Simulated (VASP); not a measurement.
# Zr4Si8H in VASP: single point with PBEsol

Aim: the single point of Zr4Si8H with PBEsol.

All numbers are computed with VASP 6.6.1; they aren't measurements. Logs are shortened: lines on timing, memory, paths and dates and some standing lists are left out, and cuts for length are marked.

## Step 1: The cell of the first run

The cell holds a slab with vacuum, 13 atoms: a = 3.657 Å, b = 3.674 Å, c = 31.453 Å, α = 90.00°, β = 90.00°, γ = 90.00°.

## Step 2: Single point, PBEsol

Contents of INCAR:

```
PREC = Accurate
ENCUT = 520
EDIFF = 1E-7
ISMEAR = 0
SIGMA = 0.1
LREAL = F
LASPH = T
NELM = 80
ALGO = Normal
ISIF = 2
LWAVE = F
LCHARG = T
LDIPOL = T
IDIPOL = 3
DIPOL = 0.5 0.5 0.484
GGA = PS
LELF = T
LVHAR = T
LVACPOTAV = T
NBANDS = 52
```

Contents of KPOINTS:

```
regular mesh
0
Gamma
  8 8 1
```

Contents of POSCAR:

```
Zr4Si8H
1.0
    3.6567655750      0.0000000000      0.0000000000
    0.0000000000      3.6742585520      0.0000000000
    0.0000000000      0.0000000000     31.4530958601
Si Zr H
8 4 1
Direct
    0.2500000000      0.5000000000      0.2702436682
    0.7500000000      0.0000000000      0.2704583514
    0.2500000000      0.0000000000      0.3611375859
    0.7500000000      0.0000000000      0.4111138191
    0.2500000000      0.0000000000      0.5024279006
    0.7500000000      0.5000000000      0.5023556793
    0.2500000000      0.5000000000      0.5953667887
    0.7500000000      0.5000000000      0.6480932133
    0.7500000000      0.5000000000      0.3376312043
    0.2500000000      0.5000000000      0.4346202008
    0.7500000000      0.0000000000      0.5691137127
    0.2500000000      0.0000000000      0.6619846606
    0.2500000000      0.0000000000      0.7211563587
```

Potentials or basis: VASP PAW PBE potentials, release 64 (Si, Zr_sv, H).

Started as:

```bash
$ cat potpaw_PBE.64/Si/POTCAR potpaw_PBE.64/Zr_sv/POTCAR potpaw_PBE.64/H/POTCAR > POTCAR
$ mpirun -np 1 vasp_std > vasp.out
```

OUTCAR:

```text
PREC = Accurate
   ENCUT = 520
   EDIFF = 1E-7
   ISMEAR = 0
   LREAL = F
   LASPH = T
   NELM = 80
   ISIF = 2
   GGA = PS

 ion  position               nearest neighbor table
   1  0.250  0.500  0.270-   2 2.59   2 2.59   2 2.59   2 2.59   9 2.80   9 2.80
   2  0.750  0.000  0.270-   1 2.59   1 2.59   1 2.59   1 2.59   9 2.80   9 2.80
   3  0.250  0.000  0.361-   4 2.41   4 2.41   9 2.70   9 2.70   9 2.70   9 2.70  10 2.95  10 2.95

   4  0.750  0.000  0.411-   3 2.41   3 2.41  10 2.70  10 2.70  10 2.70  10 2.70   9 2.95   9 2.95

   5  0.250  0.000  0.502-   6 2.59   6 2.59   6 2.59   6 2.59  11 2.78  11 2.78  10 2.81  10 2.81
[... 7 lines left out ...]
   9  0.750  0.500  0.338-   3 2.70   3 2.70   3 2.70   3 2.70   1 2.80   1 2.80   2 2.80   2 2.80
                             4 2.95   4 2.95  10 3.56  10 3.56
  10  0.250  0.500  0.435-   4 2.70   4 2.70   4 2.70   4 2.70   6 2.81   6 2.81   5 2.81   5 2.81
                             3 2.95   3 2.95   9 3.56   9 3.56
  11  0.750  0.000  0.569-   7 2.72   7 2.72   7 2.72   7 2.72   5 2.78   5 2.78   6 2.79   6 2.79
                             8 3.09   8 3.09  12 3.45  12 3.45
  12  0.250  0.000  0.662-  13 1.86   8 2.63   8 2.63   8 2.63   8 2.63   7 2.79   7 2.79  11 3.45
                            11 3.45
  13  0.250  0.000  0.721-  12 1.86

  LATTYP: Found a simple orthorhombic cell.
 ALAT       =     3.6567655750
 B/A-ratio  =     1.0047837294
 C/A-ratio  =     8.6013432404

  Lattice vectors:

 A1 = (   3.6567655750,   0.0000000000,   0.0000000000)
 A2 = (   0.0000000000,   3.6742585520,   0.0000000000)
 A3 = (   0.0000000000,   0.0000000000,  31.4530958601)

Analysis of symmetry for initial positions (statically):
=====================================================================
 Subroutine PRICEL returns:
 Original cell was already a primitive cell.

 Routine SETGRP: Setting up the symmetry group for a
 simple orthorhombic supercell.

 Subroutine GETGRP returns: Found  4 space group operations
 (whereof  2 operations were pure point group operations)
 out of a pool of  8 trial point group operations.

The static configuration has the point symmetry C_1h.
 The point group associated with its full space group is C_2v.

Analysis of symmetry for dynamics (positions and initial velocities):
=====================================================================
 Subroutine PRICEL returns:
 Original cell was already a primitive cell.
[... 147 lines left out ...]
   IALGO  =     38    algorithm
   IMIX   =      4    mixing-type and parameters
     AMIX     =   0.40;   BMIX     =  1.00
     AMIX_MAG =   1.60;   BMIX_MAG =  1.00
  volume/ion in A,a.u.               =      32.51       219.37
  Fermi-wavevector in a.u.,A,eV,Ry     =   0.943901  1.783714 12.122097  0.890949
  Thomas-Fermi vector in A             =   2.071653
   LORBIT       =      0    0 simple, 1 ext, 2 COOP (PROOUT), +10 PAW based schemes
   GGA     = PS    functional components
   LHFCALC =     F    Hartree Fock is set to
   AEXX    =    0.0000 exact exchange contribution
   IVDW    =     0    specifies the selected vdW correction
   LEPSILON=     F    determine dielectric tensor
   LRPA    =     F    only Hartree local field effects (RPA)
 non-spin polarized calculation
 Gauss-broadening in eV      SIGMA  =   0.10
  energy-cutoff  :      520.00
  volume of cell :      422.60
 maximum number of plane-waves:     11452
 NGX is ok and might be reduce to    28
   NGX = 13   NGY = 13   NGZ =117

 dipolmoment           0.000000      0.000000     -0.044798 electrons x Angstroem

 number of electron      80.9999998 magnetization

 dipolmoment           0.000000      0.000000      0.126770 electrons x Angstroem

 Free energy of the ion-electron system (eV)
  ---------------------------------------------------
  ext. energy  EPLUGINS =         0.00000000
  ---------------------------------------------------
  free energy    TOTEN  =       -90.49203519 eV

  energy without entropy =      -90.45676738  energy(sigma->0) =      -90.47440129

 E-fermi :   1.4021     XC(G=0):  -5.9932

 val. band max:        1.3821251010   @ k =   0.2500   0.3750   0.0000
 cond. band min:       1.4062278669   @ k =   0.1250   0.1250   0.0000
 fundamental gap:      0.0241027659
 Fermi energy:         1.4021381071

 k-point     1 :       0.0000    0.0000    0.0000
  band No.  band energies     occupation
      1     -46.9937      2.00000
      2     -46.9669      2.00000
      3     -46.9289      2.00000
      4     -46.8803      2.00000
      5     -25.2661      2.00000
      6     -25.1631      2.00000
[... 1309 lines left out ...]
     51       4.9053      0.00000
     52       5.0289      0.00000

 [... further k-points ...]

------------------------ aborting loop because EDIFF is reached ----------------------------------------

  FORCE on cell =-STRESS in cart. coord.  units (eV):
  Direction    XX          YY          ZZ          XY          YZ          ZX
  --------------------------------------------------------------------------------------
  -------------------------------------------------------------------------------------
  Total       -0.8234337      1.1089011      2.8697333      0.0000000      0.0000000      0.0000000
  in kB       -3.1218282      4.2041010     10.8798245      0.0000000      0.0000000      0.0000000
  external PRESSURE =       3.9873658 kB  Pullay stress =       0.0000000 kB

 VOLUME and BASIS-vectors are now :
 -----------------------------------------------------------------------------
  energy-cutoff  :      520.00
  volume of cell :      422.60
      direct lattice vectors                 reciprocal lattice vectors
     3.656765575  0.000000000  0.000000000     0.273465712  0.000000000  0.000000000
     0.000000000  3.674258552  0.000000000     0.000000000  0.272163754  0.000000000
     0.000000000  0.000000000 31.453095860     0.000000000  0.000000000  0.031793373

 POSITION                                       TOTAL-FORCE (eV/Angst)
 -----------------------------------------------------------------------------------
      0.91419      1.83713      8.50000         0.000000      0.000000     -0.197028
      2.74257      0.00000      8.50675         0.000000      0.000000     -0.263807
      0.91419      0.00000     11.35890         0.000000      0.000000     -0.383491
      2.74257      0.00000     12.93080         0.000000      0.000000      0.050887
      0.91419      0.00000     15.80291         0.000000      0.000000     -0.044847
      2.74257      1.83713     15.80064         0.000000      0.000000     -0.011850
      0.91419      1.83713     18.72613         0.000000      0.000000     -0.436989
      2.74257      1.83713     20.38454         0.000000      0.000000     -0.747056
      2.74257      1.83713     10.61955         0.000000      0.000000      0.744677
      0.91419      1.83713     13.67015         0.000000      0.000000     -0.010347
      2.74257      0.00000     17.90039         0.000000      0.000000     -0.003164
      0.91419      0.00000     20.82147         0.000000      0.000000      1.291773
      0.91419      0.00000     22.68260         0.000000      0.000000      0.011243
 -----------------------------------------------------------------------------------
    total drift:                               -0.000000      0.000000      0.000127

  FREE ENERGIE OF THE ION-ELECTRON SYSTEM (eV)
  ---------------------------------------------------
  free  energy   TOTEN  =       -90.4920351939 eV

  energy  without entropy=      -90.4567673832  energy(sigma->0) =      -90.47440129

 vacuum level on the upper side and lower side of the slab         8.386         6.678
```

It took 33 min on 1 thread of Intel Xeon Platinum 8259CL at 2.50GHz (Skylake/Cascade Lake), shared host; peak memory 0.7 GiB.

What came out:

```
Free energy            : -90.4920 eV
Largest force          : 1.292 eV/Å
Band gap on the k mesh : zero (an odd number of electrons rules out a gap without spin polarisation)
```

Forces on the atoms (eV/Å):
```
Si   0.000  0.000 -0.197
Si   0.000  0.000 -0.264
Si   0.000  0.000 -0.383
Si   0.000  0.000  0.051
Si   0.000  0.000 -0.045
Si   0.000  0.000 -0.012
Si   0.000  0.000 -0.437
Si   0.000  0.000 -0.747
Zr   0.000  0.000  0.745
Zr   0.000  0.000 -0.010
Zr   0.000  0.000 -0.003
Zr   0.000  0.000  1.292
H    0.000  0.000  0.011
```

Caveat: the PAW data sets were made with another functional, which shifts forces and pressure a little; an odd number of electrons without spin polarisation forces a metal; a magnetic or distorted state may lie lower.

The gap in the log of VASP goes by the Fermi energy; the results here count the filled bands.